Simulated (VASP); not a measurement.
# PtS2 (P-3m1) in VASP: a series of runs

The runs below take PtS2 through electric field gradients, with PBE.

Everything below comes from runs of VASP 6.6.1. Logs are shortened: lines on timing, memory, paths and dates and some standing lists are left out, and cuts for length are marked.

## Step 1: The cell of the first run

The structure is trigonal, space group P-3m1 (No. 164). The conventional cell has a = 3.543 Å, b = 3.543 Å, c = 5.039 Å, α = 90.00°, β = 90.00°, γ = 120.00°. Within 3.2 Å of Pt (site symmetry -3m) lie 6 S at 2.40 Å. S (site symmetry 3m) has 3 Pt at 2.40 Å within 3.2 Å.

## Step 2: Electric field gradients, PBE

The input, INCAR:

```
ALGO = Normal
EDIFF = 1E-8
ENCUT = 520
GGA = PE
ISIF = 2
ISMEAR = -1
LASPH = T
LCHARG = F
LEFG = T
LREAL = F
LWAVE = F
NBANDS = 18
NELM = 80
PREC = Accurate
SIGMA = 0.08
```

The input, KPOINTS:

```
k-points
0
Gamma
  12 12 7
```

The input, POSCAR:

```
PtS2
1.0
    3.5431994758      0.0000000000      0.0000000000
   -1.7715997379      3.0685007567      0.0000000000
    0.0000000000      0.0000000000      5.0388000000
Pt S
1 2
Direct
    0.0000000000      0.0000000000      0.0000000000
    0.3333333333      0.6666666667      0.2500000000
    0.6666666667      0.3333333333      0.7500000000
```

Potentials or basis: VASP PAW PBE potentials, release 64 (Pt, S).

Started as:

```console
> cat potpaw_PBE.64/Pt/POTCAR potpaw_PBE.64/S/POTCAR > POTCAR
> mpirun -np 1 vasp_std > vasp.out
```

OUTCAR:

```text
EDIFF = 1E-8
   ENCUT = 520
   GGA = PE
   ISIF = 2
   ISMEAR = -1
   LASPH = T
   LREAL = F
   NELM = 80
   PREC = Accurate

 ion  position               nearest neighbor table
   1  0.000  0.000  0.000-   2 2.40   3 2.40   2 2.40   3 2.40   3 2.40   2 2.40
   2  0.333  0.667  0.250-   1 2.40   1 2.40   1 2.40
   3  0.667  0.333  0.750-   1 2.40   1 2.40   1 2.40

  LATTYP: Found a hexagonal cell.
 ALAT       =     3.5431994758
 C/A-ratio  =     1.4221045229

  Lattice vectors:

 A1 = (   3.5431994758,   0.0000000000,   0.0000000000)
 A2 = (  -1.7715997379,   3.0685007567,   0.0000000000)
 A3 = (   0.0000000000,   0.0000000000,   5.0388000000)

Analysis of symmetry for initial positions (statically):
=====================================================================
 Subroutine PRICEL returns:
 Original cell was already a primitive cell.

 Routine SETGRP: Setting up the symmetry group for a
 hexagonal supercell.

 Subroutine GETGRP returns: Found 12 space group operations
 (whereof 12 operations were pure point group operations)
 out of a pool of 24 trial point group operations.

The static configuration has the point symmetry D_3d.

Analysis of symmetry for dynamics (positions and initial velocities):
=====================================================================
 Subroutine PRICEL returns:
 Original cell was already a primitive cell.

 Routine SETGRP: Setting up the symmetry group for a
 hexagonal supercell.

 Subroutine GETGRP returns: Found 12 space group operations
 (whereof 12 operations were pure point group operations)
 out of a pool of 24 trial point group operations.

The dynamic configuration has the point symmetry D_3d.

 Subroutine INISYM returns: Found 12 space group operations
 (whereof 12 operations are pure point group operations),
 and found     1 'primitive' translations

----------------------------------------------------------------------------------------

                                     Primitive cell

[... 129 lines left out ...]

 number of electron      22.0000000 magnetization

 Free energy of the ion-electron system (eV)
  ---------------------------------------------------
  ext. energy  EPLUGINS =         0.00000000
  ---------------------------------------------------
  free energy    TOTEN  =       -15.36414065 eV

  energy without entropy =      -15.36280323  energy(sigma->0) =      -15.36347194

 E-fermi :   7.0570     XC(G=0): -10.6937

 val. band max:        6.8620665115   @ k =   0.0000   0.0000   0.0000
 cond. band min:       7.3790097703   @ k =   0.0000   0.2500   0.2857
 fundamental gap:      0.5169432588
 Fermi energy:         7.0570098094

 k-point     1 :       0.0000    0.0000    0.0000
  band No.  band energies     occupation
      1      -8.3956      2.00000
      2      -5.5748      2.00000
      3      -0.2057      2.00000
      4       0.4188      2.00000
      5       0.4188      2.00000
      6       3.0592      2.00000
[... 481 lines left out ...]
      5       0.8777      2.00000
      6       2.3913      2.00000
[... 10 lines left out ...]
     17      16.1740      0.00000
     18      16.1790      0.00000

 [... further k-points ...]

------------------------ aborting loop because EDIFF is reached ----------------------------------------

  FORCE on cell =-STRESS in cart. coord.  units (eV):
  Direction    XX          YY          ZZ          XY          YZ          ZX
  --------------------------------------------------------------------------------------
  -------------------------------------------------------------------------------------
  Total        0.9628779      0.9628779      0.0590770     -0.0000000     -0.0000000      0.0000000
  in kB       28.1600116     28.1600116      1.7277475     -0.0000000     -0.0000000      0.0000000
  external PRESSURE =      19.3492569 kB  Pullay stress =       0.0000000 kB

 VOLUME and BASIS-vectors are now :
 -----------------------------------------------------------------------------
  energy-cutoff  :      520.00
  volume of cell :       54.78
      direct lattice vectors                 reciprocal lattice vectors
     3.543199476  0.000000000  0.000000000     0.282230794  0.162946025  0.000000000
    -1.771599738  3.068500757  0.000000000     0.000000000  0.325892049  0.000000000
     0.000000000  0.000000000  5.038800000     0.000000000  0.000000000  0.198459951

 POSITION                                       TOTAL-FORCE (eV/Angst)
 -----------------------------------------------------------------------------------
      0.00000      0.00000      0.00000         0.000000      0.000000      0.000000
     -0.00000      2.04567      1.25970        -0.000000     -0.000000     -0.365881
      1.77160      1.02283      3.77910         0.000000      0.000000      0.365881
 -----------------------------------------------------------------------------------
    total drift:                               -0.000000     -0.000000     -0.000000

  FREE ENERGIE OF THE ION-ELECTRON SYSTEM (eV)
  ---------------------------------------------------
  free  energy   TOTEN  =       -15.3641406502 eV

  energy  without entropy=      -15.3628032342  energy(sigma->0) =      -15.36347194

 Electric field gradients (V/A^2)
---------------------------------------------------------------------
 ion       V_xx      V_yy      V_zz      V_xy      V_xz      V_yz
---------------------------------------------------------------------
   1     -65.431   -65.431   130.862     0.000     0.000    -0.000
   2      21.510    21.510   -43.020     0.000    -0.000     0.000
   3      21.510    21.510   -43.020     0.000    -0.000     0.000
---------------------------------------------------------------------

 Electric field gradients after diagonalization (V/A^2)
 (convention: |V_zz| > |V_xx| > |V_yy|)
----------------------------------------------------------------------
 ion       V_xx      V_yy      V_zz     asymmetry (V_yy - V_xx)/ V_zz
----------------------------------------------------------------------
   1     -65.431   -65.431   130.862       0.000
   2      21.510    21.510   -43.020       0.000
   3      21.510    21.510   -43.020       0.000
----------------------------------------------------------------------

           NMR quadrupolar parameters

 Cq : quadrupolar parameter    Cq=e*Q*V_zz/h
 eta: asymmetry parameters     (V_yy - V_xx)/ V_zz
 Q  : nuclear electric quadrupole moment in mb (millibarn)
----------------------------------------------------------------------
 ion       Cq(MHz)       eta       Q (mb)
----------------------------------------------------------------------
   1       0.316       0.000       1.000
   2      -0.104       0.000       1.000
   3      -0.104       0.000       1.000
----------------------------------------------------------------------
```

Run time: 77 s. Hardware: 1 thread of Intel Xeon Platinum 8488C (Sapphire Rapids), shared host; peak memory 0.25 GiB.

What came out:

```yaml
Free_energy: -15.3641 eV
Pressure: 1.9 GPa
Largest_force: 0.366 eV/Å
Band_gap_on_the_k_mesh: 0.52 eV, indirect (least direct gap 0.74 eV)
```

Forces on the atoms (eV/Å):
```
Pt   0.000  0.000  0.000
S    0.000  0.000 -0.366
S    0.000  0.000  0.366
```

Electric field gradients, principal values (V/Å²):
```csv
atom,least,middle,greatest (by size)
1 Pt,-65.431,-65.431,130.862
2 S,21.510,21.510,-43.020
3 S,21.510,21.510,-43.020
```

Caveat: without QUAD_EFG the Cq values of the log hold for a quadrupole moment of 1 mb, not for the nuclei; spin-orbit coupling is left out, which moves the levels of the heavy elements. Expect the measured gap to be larger: semilocal functionals such as PBE lack the derivative discontinuity.

## Step 3: Electric field gradients, PBE

The input, INCAR:

```
SYSTEM = PtS2
PREC = Accurate ; ENCUT = 520
EDIFF = 1E-8 ; ISMEAR = -1
SIGMA = 0.01 ; LREAL = .False.
LASPH = .True. ; NELM = 100
ALGO = Normal ; ISIF = 2
LWAVE = .False. ; LCHARG = .False.
GGA = PE ; LEFG = .True.
NBANDS = 18
```

The input, KPOINTS:

```
Automatic mesh
0
Gamma
  12 12 7
  0 0 0
```

POSCAR is that of step 2.

Potentials or basis: VASP PAW PBE potentials, release 64 (Pt, S).

Started as:

```console
> cat potpaw_PBE.64/Pt/POTCAR potpaw_PBE.64/S/POTCAR > POTCAR
> mpirun -np 1 vasp_std > vasp.out
```

OUTCAR:

```text
SYSTEM = PtS2
   PREC = Accurate
   ENCUT = 520
   EDIFF = 1E-8
   ISMEAR = -1
   LREAL = .False.
   LASPH = .True.
   NELM = 100
   ISIF = 2
   GGA = PE

 ion  position               nearest neighbor table
   1  0.000  0.000  0.000-   2 2.40   3 2.40   2 2.40   3 2.40   3 2.40   2 2.40
   2  0.333  0.667  0.250-   1 2.40   1 2.40   1 2.40
   3  0.667  0.333  0.750-   1 2.40   1 2.40   1 2.40

  LATTYP: Found a hexagonal cell.
 ALAT       =     3.5431994758
 C/A-ratio  =     1.4221045229

  Lattice vectors:

 A1 = (   3.5431994758,   0.0000000000,   0.0000000000)
 A2 = (  -1.7715997379,   3.0685007567,   0.0000000000)
 A3 = (   0.0000000000,   0.0000000000,   5.0388000000)

Analysis of symmetry for initial positions (statically):
=====================================================================
 Subroutine PRICEL returns:
 Original cell was already a primitive cell.

 Routine SETGRP: Setting up the symmetry group for a
 hexagonal supercell.

 Subroutine GETGRP returns: Found 12 space group operations
 (whereof 12 operations were pure point group operations)
 out of a pool of 24 trial point group operations.

The static configuration has the point symmetry D_3d.

Analysis of symmetry for dynamics (positions and initial velocities):
=====================================================================
 Subroutine PRICEL returns:
 Original cell was already a primitive cell.

 Routine SETGRP: Setting up the symmetry group for a
 hexagonal supercell.

[... 165 lines left out ...]
      3      -0.2055      2.00000
      4       0.4185      2.00000
      5       0.4185      2.00000
      6       3.0586      2.00000
[... 481 lines left out ...]
      5       0.8776      2.00000
      6       2.3910      2.00000
[... 10 lines left out ...]
     17      16.1742      0.00000
     18      16.1790      0.00000

 [... further k-points ...]

------------------------ aborting loop because EDIFF is reached ----------------------------------------

  FORCE on cell =-STRESS in cart. coord.  units (eV):
  Direction    XX          YY          ZZ          XY          YZ          ZX
  --------------------------------------------------------------------------------------
  -------------------------------------------------------------------------------------
  Total        0.9601025      0.9601025      0.0613996      0.0000000     -0.0000000      0.0000000
  in kB       28.0788443     28.0788443      1.7956739      0.0000000     -0.0000000      0.0000000
  external PRESSURE =      19.3177875 kB  Pullay stress =       0.0000000 kB

 VOLUME and BASIS-vectors are now :
 -----------------------------------------------------------------------------
  energy-cutoff  :      520.00
  volume of cell :       54.78
      direct lattice vectors                 reciprocal lattice vectors
     3.543199476  0.000000000  0.000000000     0.282230794  0.162946025  0.000000000
    -1.771599738  3.068500757  0.000000000     0.000000000  0.325892049  0.000000000
     0.000000000  0.000000000  5.038800000     0.000000000  0.000000000  0.198459951

 POSITION                                       TOTAL-FORCE (eV/Angst)
 -----------------------------------------------------------------------------------
      0.00000      0.00000      0.00000         0.000000     -0.000000      0.000000
     -0.00000      2.04567      1.25970        -0.000000      0.000000     -0.367688
      1.77160      1.02283      3.77910         0.000000      0.000000      0.367688
 -----------------------------------------------------------------------------------
    total drift:                               -0.000000     -0.000000     -0.000000

  FREE ENERGIE OF THE ION-ELECTRON SYSTEM (eV)
  ---------------------------------------------------
  free  energy   TOTEN  =       -15.3639098545 eV

  energy  without entropy=      -15.3639098545  energy(sigma->0) =      -15.36390985

 Electric field gradients (V/A^2)
---------------------------------------------------------------------
 ion       V_xx      V_yy      V_zz      V_xy      V_xz      V_yz
---------------------------------------------------------------------
   1     -65.419   -65.419   130.837     0.000     0.000    -0.000
   2      21.621    21.622   -43.243     0.000    -0.000     0.000
   3      21.621    21.622   -43.243     0.000    -0.000     0.000
---------------------------------------------------------------------

 Electric field gradients after diagonalization (V/A^2)
 (convention: |V_zz| > |V_xx| > |V_yy|)
----------------------------------------------------------------------
 ion       V_xx      V_yy      V_zz     asymmetry (V_yy - V_xx)/ V_zz
----------------------------------------------------------------------
   1     -65.419   -65.418   130.837       0.000
   2      21.622    21.621   -43.243       0.000
   3      21.622    21.621   -43.243       0.000
----------------------------------------------------------------------

           NMR quadrupolar parameters

 Cq : quadrupolar parameter    Cq=e*Q*V_zz/h
 eta: asymmetry parameters     (V_yy - V_xx)/ V_zz
 Q  : nuclear electric quadrupole moment in mb (millibarn)
----------------------------------------------------------------------
 ion       Cq(MHz)       eta       Q (mb)
----------------------------------------------------------------------
   1       0.316       0.000       1.000
   2      -0.105       0.000       1.000
   3      -0.105       0.000       1.000
----------------------------------------------------------------------
```

Run time: 71 s. Hardware: 1 thread of Intel Xeon Platinum 8488C (Sapphire Rapids), shared host; peak memory 0.25 GiB.

Results:

| Property | Result |
| --- | --- |
| Free energy | -15.3639 eV |
| Pressure | 1.9 GPa |
| Largest force | 0.368 eV/Å |
| Band gap on the k mesh | 0.52 eV, indirect (least direct gap 0.74 eV) |

Forces on the atoms (eV/Å):
```
Pt   0.000  0.000  0.000
S    0.000  0.000 -0.368
S    0.000  0.000  0.368
```

Levels at points of the mesh, in eV from the valence-band top:
| k point | band 8 | band 9 | band 10 | band 11 | band 12 | band 13 | band 14 | band 15 |
| --- | --- | --- | --- | --- | --- | --- | --- | --- |
| (0.00, 0.00, 0.00) | -2.24 | -1.13 | -1.13 | 0.00 | 1.77 | 1.77 | 4.51 | 5.26 |
| (0.50, 0.00, 0.00) | -3.22 | -3.07 | -3.01 | -2.54 | 1.27 | 2.40 | 5.38 | 6.34 |

Electric field gradients, principal values (V/Å²):
```tsv
atom	least	middle	greatest (by size)
1 Pt	-65.418	-65.419	130.837
2 S	21.621	21.622	-43.243
3 S	21.621	21.622	-43.243
```

Caveat: without QUAD_EFG the Cq values of the log hold for a quadrupole moment of 1 mb, not for the nuclei; spin-orbit coupling is left out, which moves the levels of the heavy elements. PBE gaps usually lie below the measured ones, often by a third to a half.
